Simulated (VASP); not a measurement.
# Mg (I4/mmm) in VASP: notebook

Runs on Mg. Level: PBE. Tasks: single point.

Everything below comes from runs of VASP 6.6.1. Logs are shortened: lines on timing, memory, paths and dates and some standing lists are left out, and cuts for length are marked.

## 1. The cell of the first run

Symmetry: I4/mmm, No. 139, tetragonal system. The conventional cell has a = 3.598 Å, b = 3.598 Å, c = 3.550 Å, α = 90.00°, β = 90.00°, γ = 90.00°. Within 4.1 Å of Mg (site symmetry 4/mmm) lie 14 Mg at 3.10 to 3.60 Å.

## 2. Single point, PBE (22.98 Å³/atom)

Contents of INCAR:

```
PREC     = Accurate       # precision mode
ENCUT    = 520            # plane-wave cutoff, eV
EDIFF    = 1E-6           # SCF threshold, eV
ISMEAR   = 0              # smearing method
SIGMA    = 0.15           # smearing width, eV
LREAL    = False          # projectors in reciprocal space
LASPH    = True           # aspherical terms in the spheres
NELM     = 80             # most SCF steps
ALGO     = Fast           # electronic algorithm
ISIF     = 2              # what is computed and relaxed
LWAVE    = False          # write WAVECAR
LCHARG   = False          # write CHGCAR
GGA      = PE             # functional
NBANDS   = 7              # bands
```

Contents of KPOINTS:

```
Automatic mesh
0
Gamma
  20 20 20
```

Contents of POSCAR:

```
Mg
1.0
   -1.7988044719      1.7988044719      1.7752401333
    1.7988044719     -1.7988044719      1.7752401333
    1.7988044719      1.7988044719     -1.7752401333
Mg
1
Direct
    0.0000000000      0.0000000000      0.0000000000
```

Potentials or basis: VASP PAW PBE potentials, release 64 (Mg).

Started as:

```bash
$ cat potpaw_PBE.64/Mg/POTCAR > POTCAR
$ mpirun -np 1 vasp_std > vasp.out
```

OUTCAR:

```text
PREC = Accurate
   ENCUT = 520
   EDIFF = 1E-6
   ISMEAR = 0
   LREAL = False
   LASPH = True
   NELM = 80
   ISIF = 2
   GGA = PE

 ion  position               nearest neighbor table
   1  0.000  0.000  0.000-

  LATTYP: Found a body centered tetragonal cell.
 ALAT       =     3.5976089438
 C/A-ratio  =     0.9869000000

  Lattice vectors:

 A1 = (  -1.7988044719,   1.7988044719,   1.7752401333)
 A2 = (   1.7988044719,  -1.7988044719,   1.7752401333)
 A3 = (   1.7988044719,   1.7988044719,  -1.7752401333)

Analysis of symmetry for initial positions (statically):
=====================================================================
 Subroutine PRICEL returns:
 Original cell was already a primitive cell.

 Routine SETGRP: Setting up the symmetry group for a
 body centered tetragonal supercell.

 Subroutine GETGRP returns: Found 16 space group operations
 (whereof 16 operations were pure point group operations)
 out of a pool of 16 trial point group operations.

The static configuration has the point symmetry D_4h.

Analysis of symmetry for dynamics (positions and initial velocities):
=====================================================================
 Subroutine PRICEL returns:
 Original cell was already a primitive cell.

 Routine SETGRP: Setting up the symmetry group for a
 body centered tetragonal supercell.

 Subroutine GETGRP returns: Found 16 space group operations
 (whereof 16 operations were pure point group operations)
 out of a pool of 16 trial point group operations.

The dynamic configuration has the point symmetry D_4h.

 Subroutine INISYM returns: Found 16 space group operations
 (whereof 16 operations are pure point group operations),
 and found     1 'primitive' translations

----------------------------------------------------------------------------------------

                                     Primitive cell

  volume of cell :      22.9766

  direct lattice vectors                    reciprocal lattice vectors
    -1.798804472  1.798804472  1.775240133     0.000000000  0.277962395  0.281652037
     1.798804472 -1.798804472  1.775240133     0.277962395  0.000000000  0.281652037
     1.798804472  1.798804472 -1.775240133     0.277962395  0.277962395  0.000000000

  length of vectors
     3.102075529  3.102075529  3.102075529     0.395715761  0.395715761  0.393098190

  position of ions in fractional coordinates (direct lattice)
     0.000000000  0.000000000  0.000000000

  ion indices of the primitive-cell ions
   primitive index   ion index
                 1           1

----------------------------------------------------------------------------------------

 KPOINTS: Automatic mesh

Automatic generation of k-mesh.
 Grid dimensions read from file:
 generate k-points for:   20   20   20

 Generating k-lattice:

  Cartesian coordinates                     Fractional coordinates (reciprocal lattice)
     0.000000000  0.013898120  0.014082602     0.050000000  0.000000000 -0.000000000
     0.013898120  0.000000000  0.014082602     0.000000000  0.050000000 -0.000000000
     0.013898120  0.013898120  0.000000000     0.000000000  0.000000000  0.050000000

  Length of vectors
     0.019785788  0.019785788  0.019654909

  Shift w.r.t. Gamma in fractional coordinates (k-lattice)
     0.000000000  0.000000000  0.000000000

 Subroutine IBZKPT returns following result:
 ===========================================

 Found    641 irreducible k-points:

 Following reciprocal coordinates:
            Coordinates               Weight
  0.000000  0.000000  0.000000      1.000000
  0.050000  0.000000  0.000000      8.000000
  0.100000  0.000000  0.000000      8.000000
  0.150000 -0.000000  0.000000      8.000000
  0.200000  0.000000  0.000000      8.000000
  0.250000 -0.000000  0.000000      8.000000
[... 16 lines left out ...]
 -0.400000  0.050000 -0.000000     16.000000
 -0.350000  0.050000 -0.000000     16.000000
 [... further k-points ...]
   k-points           NKPTS =    641   k-points in BZ     NKDIM =    641   number of bands    NBANDS=      7
   number of dos      NEDOS =    301   number of ions     NIONS =      1
   total plane-waves  NPLWV =  13824
   dimension x,y,z NGX =    24 NGY =   24 NGZ =   24
   dimension x,y,z NGXF=    48 NGYF=   48 NGZF=   48
   ions per type =               1
   NGX,Y,Z   is equivalent  to a cutoff of  12.86, 12.86, 12.86 a.u.
   NGXF,Y,Z  is equivalent  to a cutoff of  25.72, 25.72, 25.72 a.u.
 SYSTEM =  unknown system
   PREC   = accura    normal or accurate (medium, high low for compatibility)
   ISTART =      0    job   : 0-new  1-cont  2-samecut
   ICHARG =      2    charge: 1-file 2-atom 10-const
   ISPIN  =      1    spin polarized calculation?
   LNONCOLLINEAR =      F non collinear calculations
   LSORBIT =      F    spin-orbit coupling
   LASPH  =      T    aspherical Exc in radial PAW
   ENCUT  =  520.0 eV  38.22 Ry    6.18 a.u.   5.77  5.77  5.77*2*pi/ulx,y,z
   NELM   =     80;   NELMIN=  2; NELMDL= -5     # of ELM steps
   EDIFF  = 0.1E-05   stopping-criterion for ELM
   LREAL  =      F    real-space projection
   EDIFFG = 0.1E-04   stopping-criterion for IOM
   NSW    =      0    number of steps for IOM
   IBRION =     -1    ionic relax: 0-MD 1-quasi-New 2-CG
   NFREE  =      0    steps in history (QN), initial steepest desc. (CG)
   ISIF   =      2    stress and relaxation
   ISYM   =      2    0-nonsym 1-usesym 2-fastsym
   POTIM  = 0.5000    time-step for ionic-motion
   TEBEG  =    0.0;   TEEND  =   0.0 temperature during run
   PSTRESS=    0.0 pullay stress
   NELECT =       2.0000    total number of electrons
   NUPDOWN=      -1.0000    fix difference up-down
   EMIN   =  10.00;   EMAX   =-10.00  energy-range for DOS
   EFERMI =   0.00;   METHOD = LEGACY
   ISMEAR =     0;   SIGMA  =   0.15  broadening in eV -4-tet -1-fermi 0-gaus
   EFERMI_NEDOS =   21; number of points for ismear=-14 and -15
   IALGO  =     68    algorithm
   IMIX   =      4    mixing-type and parameters
     AMIX     =   0.40;   BMIX     =  1.00
     AMIX_MAG =   1.60;   BMIX_MAG =  1.00
  volume/ion in A,a.u.               =      22.98       155.05
  Fermi-wavevector in a.u.,A,eV,Ry     =   0.725532  1.371056  7.162059  0.526396
  Thomas-Fermi vector in A             =   1.816277
   LORBIT       =      0    0 simple, 1 ext, 2 COOP (PROOUT), +10 PAW based schemes
   GGA     = PE    functional components
   LHFCALC =     F    Hartree Fock is set to
   AEXX    =    0.0000 exact exchange contribution
   IVDW    =     0    specifies the selected vdW correction
   LEPSILON=     F    determine dielectric tensor
   LRPA    =     F    only Hartree local field effects (RPA)
 non-spin polarized calculation
 RMM-DIIS sequential band-by-band and
 Gauss-broadening in eV      SIGMA  =   0.15
  energy-cutoff  :      520.00
  volume of cell :       22.98
 maximum number of plane-waves:       642
   NGX = 11   NGY = 11   NGZ = 11

 number of electron       2.0000000 magnetization

 Free energy of the ion-electron system (eV)
  ---------------------------------------------------
  ext. energy  EPLUGINS =         0.00000000
  ---------------------------------------------------
  free energy    TOTEN  =        -1.48079957 eV

  energy without entropy =       -1.47638351  energy(sigma->0) =       -1.47859154

 E-fermi :   2.6735     XC(G=0):  -8.4920

 val. band max:        2.6723223260   @ k =  -0.4000  -0.4500   0.2000
 cond. band min:       2.6760681070   @ k =  -0.2000  -0.4000   0.0500
 fundamental gap:      0.0037457810
 Fermi energy:         2.6734660723

 k-point     1 :       0.0000    0.0000    0.0000
  band No.  band energies     occupation
      1      -4.2955      2.00000
      2      15.4828      0.00000
      3      15.7454      0.00000
      4      15.7454      0.00000
      5      17.5234      0.00000
      6      17.6808      0.00000
      7      17.6834      0.00000

 k-point     2 :       0.0500    0.0000    0.0000
  band No.  band energies     occupation
      1      -4.2364      2.00000
      2      14.9994      0.00000
      3      15.1673      0.00000
      4      15.4160      0.00000
      5      16.8086      0.00000
      6      17.1502      0.00000
      7      17.8745      0.00000

 k-point     3 :       0.1000    0.0000    0.0000
  band No.  band energies     occupation
      1      -4.0593      2.00000
      2      13.4056      0.00000
      3      14.5285      0.00000
      4      14.7631      0.00000
      5      16.0018      0.00000
      6      16.6495      0.00000
      7      18.0809      0.00000

 k-point     4 :       0.1500   -0.0000    0.0000
  band No.  band energies     occupation
      1      -3.7649      2.00000
      2      11.6685      0.00000
      3      13.8324      0.00000
      4      14.1003      0.00000
      5      15.2522      0.00000
      6      16.1964      0.00000
      7      18.3972      0.00000

 k-point     5 :       0.2000    0.0000    0.0000
  band No.  band energies     occupation
      1      -3.3542      2.00000
      2       9.9606      0.00000
      3      13.1685      0.00000
      4      13.5148      0.00000
      5      14.5921      0.00000
      6      15.7342      0.00000
      7      18.8102      0.00000
[... 161 lines left out ...]
 k-point    22 :      -0.4500    0.0500   -0.0000
  band No.  band energies     occupation
      1      -0.0869      2.00000
      2       3.3460      0.00000
      3      10.5356      0.00000
      4      11.9029      0.00000
      5      13.2469      0.00000
      6      14.8425      0.00000
      7      20.9116      0.00000

 k-point    23 :      -0.4000    0.0500   -0.0000
  band No.  band energies     occupation
      1      -0.9907      2.00000
      2       4.6589      0.00000
      3      10.7407      0.00000
      4      12.1059      0.00000
      5      13.4467      0.00000
      6      15.0449      0.00000
      7      20.2030      0.00000

 k-point    24 :      -0.3500    0.0500   -0.0000
  band No.  band energies     occupation
      1      -1.7919      2.00000
      2       6.0725      0.00000
      3      11.0518      0.00000
      4      12.4040      0.00000
      5      13.7494      0.00000
      6      15.3326      0.00000
      7      19.5211      0.00000

 [... further k-points ...]

------------------------ aborting loop because EDIFF is reached ----------------------------------------

  FORCE on cell =-STRESS in cart. coord.  units (eV):
  Direction    XX          YY          ZZ          XY          YZ          ZX
  --------------------------------------------------------------------------------------
  -------------------------------------------------------------------------------------
  Total       -0.0318336     -0.0318336     -0.0287178      0.0000000      0.0000000      0.0000000
  in kB       -2.2197845     -2.2197845     -2.0025185      0.0000000      0.0000000      0.0000000
  external PRESSURE =      -2.1473625 kB  Pullay stress =       0.0000000 kB

 VOLUME and BASIS-vectors are now :
 -----------------------------------------------------------------------------
  energy-cutoff  :      520.00
  volume of cell :       22.98
      direct lattice vectors                 reciprocal lattice vectors
    -1.798804472  1.798804472  1.775240133     0.000000000  0.277962395  0.281652037
     1.798804472 -1.798804472  1.775240133     0.277962395  0.000000000  0.281652037
     1.798804472  1.798804472 -1.775240133     0.277962395  0.277962395  0.000000000

 POSITION                                       TOTAL-FORCE (eV/Angst)
 -----------------------------------------------------------------------------------
      0.00000      0.00000      0.00000        -0.000000     -0.000000     -0.000000
 -----------------------------------------------------------------------------------
    total drift:                                0.000000      0.000000      0.000000

  FREE ENERGIE OF THE ION-ELECTRON SYSTEM (eV)
  ---------------------------------------------------
  free  energy   TOTEN  =        -1.4807995707 eV

  energy  without entropy=       -1.4763835116  energy(sigma->0) =       -1.47859154
```

It took 84 s on 1 thread of AMD EPYC 7R13, shared host; peak memory 0.2 GiB.

Results:

```yaml
Free_energy: -1.4808 eV
Pressure: -0.2 GPa
Band_gap_on_the_k_mesh: zero (bands 1 and 2 overlap by 4.73 eV)
```

## 3. Single point, PBE (22.98 Å³/atom)

Contents of INCAR:

```
  PREC = Accurate
  ENCUT = 520
  EDIFF = 1E-6
  ISMEAR = 0
  SIGMA = 0.15
  LREAL = F
  LASPH = T
  NELM = 100
  ALGO = Normal
  ISIF = 2
  LWAVE = F
  LCHARG = T
  GGA = PE
  LELF = T
  LVHAR = T
  NBANDS = 7
```

KPOINTS is that of step 2.

Contents of POSCAR:

```
Mg
1.0
   -1.7628081800      1.7628081800      1.8484806575
    1.7628081800     -1.7628081800      1.8484806575
    1.7628081800      1.7628081800     -1.8484806575
Mg
1
Direct
    0.0000000000      0.0000000000      0.0000000000
```

Potentials or basis: VASP PAW PBE potentials, release 64 (Mg).

Started as:

```bash
$ cat potpaw_PBE.64/Mg/POTCAR > POTCAR
$ mpirun -np 1 vasp_std > vasp.out
```

Run time: 1.7 min. Hardware: 1 thread of AMD EPYC 7R13, shared host; peak memory 0.2 GiB.

It converged, with:

| Item | Value |
| --- | --- |
| Free energy | -1.4806 eV |
| Pressure | -0.2 GPa |
| Band gap on the k mesh | zero (bands 1 and 2 overlap by 4.19 eV) |

Levels at points of the mesh, in eV from the Fermi level:
| k point | band 1 | band 2 | band 3 | band 4 | band 5 | band 6 |
| --- | --- | --- | --- | --- | --- | --- |
| (0.00, 0.00, 0.00) | -6.96 | 12.71 | 12.71 | 13.63 | 14.50 | 14.79 |
| (0.50, 0.00, 0.00) | -1.57 | -1.04 | 8.89 | 9.58 | 10.48 | 11.59 |
| (0.50, 0.50, 0.00) | -1.36 | -0.71 | 8.08 | 8.81 | 9.59 | 11.20 |
| (0.50, 0.50, 0.50) | 3.12 | 3.68 | 4.21 | 4.21 | 4.22 | 7.56 |

## 4. Single point, PBE (23.59 Å³/atom)

This run uses another cell than the first one, of 23.59 Å³/atom.

Contents of INCAR:

```
SYSTEM = Mg
PREC = Accurate
ENCUT = 520
EDIFF = 1E-6
ISMEAR = 0
SIGMA = 0.15
LREAL = .FALSE.
LASPH = .TRUE.
NELM = 60
ALGO = Normal
ISIF = 2
LWAVE = .FALSE.
LCHARG = .FALSE.
GGA = PE
NBANDS = 7
```

Contents of KPOINTS:

```
Automatic mesh
0
G
  20 20 20
  0 0 0
```

Contents of POSCAR:

```
Mg
1.0
   -1.8146468954      1.8146468954      1.7908750210
    1.8146468954     -1.8146468954      1.7908750210
    1.8146468954      1.8146468954     -1.7908750210
Mg
1
Direct
    0.0000000000      0.0000000000      0.0000000000
```

Potentials or basis: VASP PAW PBE potentials, release 64 (Mg).

Started as:

```bash
$ cat potpaw_PBE.64/Mg/POTCAR > POTCAR
$ mpirun -np 1 vasp_std > vasp.out
```

OUTCAR:

```text
SYSTEM = Mg
   PREC = Accurate
   ENCUT = 520
   EDIFF = 1E-6
   ISMEAR = 0
   LREAL = .FALSE.
   LASPH = .TRUE.
   NELM = 60
   ISIF = 2
   GGA = PE

 ion  position               nearest neighbor table
   1  0.000  0.000  0.000-

  LATTYP: Found a body centered tetragonal cell.
 ALAT       =     3.6292937908
 C/A-ratio  =     0.9869000000

  Lattice vectors:

 A1 = (  -1.8146468954,   1.8146468954,   1.7908750210)
 A2 = (   1.8146468954,  -1.8146468954,   1.7908750210)
 A3 = (   1.8146468954,   1.8146468954,  -1.7908750210)
[... 419 lines left out ...]

 [... further k-points ...]

------------------------ aborting loop because EDIFF is reached ----------------------------------------

  FORCE on cell =-STRESS in cart. coord.  units (eV):
  Direction    XX          YY          ZZ          XY          YZ          ZX
  --------------------------------------------------------------------------------------
  -------------------------------------------------------------------------------------
  Total       -0.1591675     -0.1591675     -0.1595928      0.0000000     -0.0000000      0.0000000
  in kB      -10.8107384    -10.8107384    -10.8396273      0.0000000     -0.0000000      0.0000000
  external PRESSURE =     -10.8203680 kB  Pullay stress =       0.0000000 kB

 VOLUME and BASIS-vectors are now :
 -----------------------------------------------------------------------------
  energy-cutoff  :      520.00
  volume of cell :       23.59
      direct lattice vectors                 reciprocal lattice vectors
    -1.814646895  1.814646895  1.790875021     0.000000000  0.275535699  0.279193129
     1.814646895 -1.814646895  1.790875021     0.275535699  0.000000000  0.279193129
     1.814646895  1.814646895 -1.790875021     0.275535699  0.275535699  0.000000000

 POSITION                                       TOTAL-FORCE (eV/Angst)
 -----------------------------------------------------------------------------------
      0.00000      0.00000      0.00000        -0.000000      0.000000     -0.000000
 -----------------------------------------------------------------------------------
    total drift:                               -0.000000      0.000000      0.000000

  FREE ENERGIE OF THE ION-ELECTRON SYSTEM (eV)
  ---------------------------------------------------
  free  energy   TOTEN  =        -1.4782846216 eV

  energy  without entropy=       -1.4736603273  energy(sigma->0) =       -1.47597247
```

stdout:

```text
POSCAR found type information on POSCAR Mg
 POSCAR found :  1 types and       1 ions
 scaLAPACK will be used
 LDA part: xc-table for (Slater+PW92), standard interpolation
 POSCAR, INCAR and KPOINTS ok, starting setup
 FFT: planning ... GRIDC
 FFT: planning ... GRID_SOFT
 FFT: planning ... GRID
 WAVECAR not read
 entering main loop
```

It took 44 s on 1 thread of AMD EPYC 7R13, shared host; peak memory 0.2 GiB.

Results:

| Item | Value |
| --- | --- |
| Free energy | -1.4783 eV |
| Pressure | -1.1 GPa |
| Band gap on the k mesh | zero (bands 1 and 2 overlap by 4.66 eV) |

(Part 1 of 2 ends here.)
